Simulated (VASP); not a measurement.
MoS2: single point with PBE+D3(BJ)

Crystal: MoS2.

```
CELL_PARAMETERS angstrom
-1.57657 -2.73071 0.00000
1.57657 -2.73071 0.00000
-1.05105 0.00000 17.74367
ATOMIC_POSITIONS crystal
Mo 0.71830 0.28170 0.84511
Mo 0.27698 0.38968 0.16905
Mo 0.49764 0.83569 0.50708
S 0.80161 0.19839 0.59516
S 0.02227 0.64440 0.93319
S 0.58096 0.75238 0.25713
S 0.86036 0.13964 0.41892
S 0.08102 0.58565 0.75695
S 0.63970 0.69363 0.08089
```

This cell differs from its parent crystal: the part above a cut slid along it.

| Item | Value |
| --- | --- |
| Program | VASP 6.6.1 |
| Task | single point |
| Functional | PBE |
| Dispersion | D3(BJ) |
| Potentials or basis | VASP PAW PBE potentials, release 64 (Mo_sv, S) |
| Cutoff | 500 eV |
| k mesh | 10 × 10 × 2 |
| Occupations | gaussian, width 0.05 eV |
| Spin | no spin polarisation |
| Dipole correction | no |
| Further INCAR settings | ALGO = Normal; EDIFF = 1e-06; NBANDS = 49 |

```yaml
Pressure: 0.6 GPa
Largest_force: 0.686 eV/Å
Band_gap_on_the_k_mesh: 0.58 eV (least direct gap 1.70 eV)
Dispersion_energy_per_atom: -0.447 eV
```

Forces on the atoms (eV/Å):
```
Mo  -0.020 -0.052 -0.083
Mo   0.034  0.041  0.055
Mo   0.000  0.000  0.002
S    0.000  0.000 -0.016
S   -0.181 -0.324 -0.558
S   -0.014  0.005 -0.004
S    0.000  0.000  0.013
S   -0.011  0.010  0.015
S    0.192  0.319  0.576
```

Stress tensor (GPa, compression positive):
```
-0.09  0.30  0.66
 0.30  0.25  1.14
 0.66  1.14  1.77
```

Levels at points of the mesh, in eV from the valence-band top:
| k point | band 37 | band 38 | band 39 | band 40 | band 41 | band 42 |
| --- | --- | --- | --- | --- | --- | --- |
| (0.00, 0.00, 0.00) | -1.12 | -0.31 | -0.03 | 1.69 | 1.71 | 1.79 |
| (0.50, 0.00, 0.00) | -1.80 | -1.60 | -1.40 | 1.34 | 1.38 | 1.40 |
| (0.00, 0.50, 0.00) | -1.76 | -1.63 | -1.21 | 1.34 | 1.38 | 1.40 |
| (0.50, 0.50, 0.00) | -1.74 | -1.64 | -1.40 | 1.34 | 1.37 | 1.41 |
| (0.00, 0.00, 0.50) | -0.71 | -0.50 | 0.00 | 1.70 | 1.70 | 1.79 |
| (0.50, 0.00, 0.50) | -1.74 | -1.63 | -1.40 | 1.34 | 1.37 | 1.41 |
| (0.00, 0.50, 0.50) | -1.81 | -1.60 | -1.21 | 1.34 | 1.37 | 1.41 |
| (0.50, 0.50, 0.50) | -1.79 | -1.60 | -1.40 | 1.34 | 1.38 | 1.40 |

It took 15 min on 1 thread of Intel(R) Xeon(R) Platinum 8488C (Sapphire Rapids), with other jobs on the host, peak memory 0.64 GiB.

Caveat: the cell differs from its parent crystal (the part above a cut slid along it); semilocal functionals underestimate gaps, and a narrow one can read as zero. A k mesh can miss the band edges.
